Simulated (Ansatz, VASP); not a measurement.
## BaTiO3 in VASP and in Ansatz

```
Ba Ti O
1.0
     4.03980    0.00000    0.00000
     0.00000    4.03980    0.00000
     0.00000    0.00000    4.01800
Ba Ti O
1 1 3
Direct
  0.00000 0.00000 0.00000
  0.50000 0.50000 0.48200
  0.50000 0.50000 0.01600
  0.50000 0.00000 0.51500
  0.00000 0.50000 0.51500
```

Change from the starting cell: equal xx and yy strain of +1 %.

Alike in both runs: task single point; functional PBEsol; k mesh 7 × 7 × 7; occupations fermi-dirac, width 0.08 eV; no spin polarisation.

```csv
,VASP,Ansatz
version,VASP 6.6.1,Ansatz 0.2.0
potentials or method,"VASP PAW PBE potentials, release 64 (Ba_sv, Ti_sv, O), cutoff 520 eV","all-electron LAPW, scalar-relativistic"
```

|  | VASP | Ansatz | Ansatz less VASP |
| --- | --- | --- | --- |
| pressure (GPa) | -4.9 | -6.6 | -1.67 |
| traceless stress, the component that is largest in VASP (GPa) | 2.16 | 2.05 | -0.111 |
| rms of the force components (eV/Å) | 0.125 | 0.135 | +0.0104 |

VASP's potentials were made for PBE, not for PBEsol. Atom by atom the forces differ by 0.020 eV/Å (rms over components). Ansatz ran all-electron here, and VASP with PAW potentials.

Neither program's run includes spin-orbit coupling.
